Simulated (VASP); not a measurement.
A run of VASP 6.6.1:

Contents of INCAR:

```
ALGO = Normal
EDIFF = 1E-6
ENCUT = 520
GGA = PE
ISIF = 2
ISMEAR = 0
LASPH = True
LCHARG = True
LELF = True
LREAL = False
LVHAR = True
LWAVE = False
NBANDS = 51
NELM = 80
PREC = Accurate
SIGMA = 0.1
```

The input KPOINTS:

```
k-points
0
Gamma
  6 6 1
```

File POSCAR:

```
Si3Ge2
1.0
    2.8926279200      0.0000000000      0.0000000000
   -1.4463139600      2.5050892600      0.0000000000
    0.0000000000      0.0000000000     23.2275622700
Si Ge
6 4
Direct
    0.3333333300      0.6666666700      0.6500000000
    0.3333333300      0.6666666700      0.8500000000
    0.3333333300      0.6666666700      0.2500000000
    0.6666666700      0.3333333300      0.7500000000
    0.6666666700      0.3333333300      0.1500000000
    0.6666666700      0.3333333300      0.3500000000
    0.3333333300      0.6666666700      0.0500000000
    0.3333333300      0.6666666700      0.4500000000
    0.6666666700      0.3333333300      0.9500000000
    0.6666666700      0.3333333300      0.5500000000
```

Potentials or basis: VASP PAW PBE potentials, release 64 (Si, Ge_d).

Launch:

```console
$ cat potpaw_PBE.64/Si/POTCAR potpaw_PBE.64/Ge_d/POTCAR > POTCAR
$ mpirun -np 1 vasp_std > vasp.out
```

Hardware: 1 thread of Intel(R) Xeon(R) Platinum 8488C (Sapphire Rapids) (shared host).

Question: Estimate the wall time of this run.

Answer: Run time: 110 s on 1 thread of Intel(R) Xeon(R) Platinum 8488C (Sapphire Rapids), on a shared host, peak memory 0.31 GiB. Counts: scf iterations 16, k points 7.
